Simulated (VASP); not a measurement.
**MgS: single point with PBE**

The system is MgS.

```
Mg S
1.0
     0.00000    2.83087    2.83087
     2.83087    0.00000    2.83087
     2.83087    2.83087    0.00000
Mg S
1 1
Cartesian
  0.0000 0.0000 0.0000
  4.2463 4.2463 4.2463
```

| Property | Result |
| --- | --- |
| Program | VASP 6.6.1 |
| Task | single point |
| Functional | PBE |
| Potentials or basis | VASP PAW PBE potentials, release 64 (Mg, S) |
| Cutoff | 520 eV |
| k mesh | 8 × 8 × 8 |
| Occupations | fermi-dirac, width 0.02 eV |
| Spin | no spin polarisation |

The pressure is 0.9 GPa and the band gap on the k mesh is 3.46 eV, direct.

Levels at points of the mesh, in eV from the valence-band top:
```tsv
k point	band 1	band 2	band 3	band 4	band 5	band 6	band 7	band 8
(0.00, 0.00, 0.00)	-11.27	0.00	0.00	0.00	3.46	7.95	7.95	7.95
(0.50, 0.00, 0.00)	-10.59	-3.13	-0.33	-0.33	5.12	7.64	7.64	8.61
(0.50, 0.50, 0.00)	-10.37	-2.81	-1.03	-1.03	3.89	5.65	11.16	12.30
```

Wall time 6.9 s on 1 thread of AMD EPYC 9R45 96-Core Processor (Zen 5) (shared host), peak memory 0.14 GiB.

A k mesh can miss the band edges.
